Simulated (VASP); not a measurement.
Wanted: the native input for a VASP 6.6.1 run.

```
Task                   : single point
Functional             : PBEsol
Potentials or basis    : VASP PAW PBE potentials, release 64 (Pd)
Cutoff                 : 520 eV
k mesh                 : 12 × 12 × 12
Occupations            : fermi-dirac, width 0.1 eV
Spin                   : no spin polarisation
Dipole correction      : no
Further INCAR settings : ALGO = Normal; EDIFF = 1e-07; NBANDS = 11
```

The structure of Pd lies in POSCAR:

```
Pd
1.0
    0.0000000000      1.9334358480      1.9334358480
    1.9334358480      0.0000000000      1.9334358480
    1.9334358480      1.9334358480      0.0000000000
Pd
1
Direct
    0.0000000000      0.0000000000      0.0000000000
```

These files were run (other wordings do the same):

INCAR

```
SYSTEM = Pd
ALGO = Normal
EDIFF = 1E-7
ENCUT = 520
GGA = PS
ISIF = 2
ISMEAR = -1
LASPH = .True.
LCHARG = .False.
LREAL = .False.
LWAVE = .False.
NBANDS = 11
NELM = 80
PREC = Accurate
SIGMA = 0.1
```

KPOINTS

```
k-points
0
Gamma
  12 12 12
  0 0 0
```

Potentials or basis: VASP PAW PBE potentials, release 64 (Pd).

The run is started by

```console
$ cat potpaw_PBE.64/Pd/POTCAR > POTCAR
$ mpirun -np 1 vasp_std > vasp.out
```

Results of the run:

The pressure is 1.1 GPa. The band gap on the k mesh is zero (band 5 reaches 10.27 eV, above the bottom of band 6 at 8.62 eV).

Caveat: the PAW data sets were made with another functional, which shifts forces and pressure a little.

It took 8.2 s on 1 thread of Intel(R) Xeon(R) Platinum 8259CL CPU @ 2.50GHz (Skylake/Cascade Lake) (shared host), peak memory 0.13 GiB.
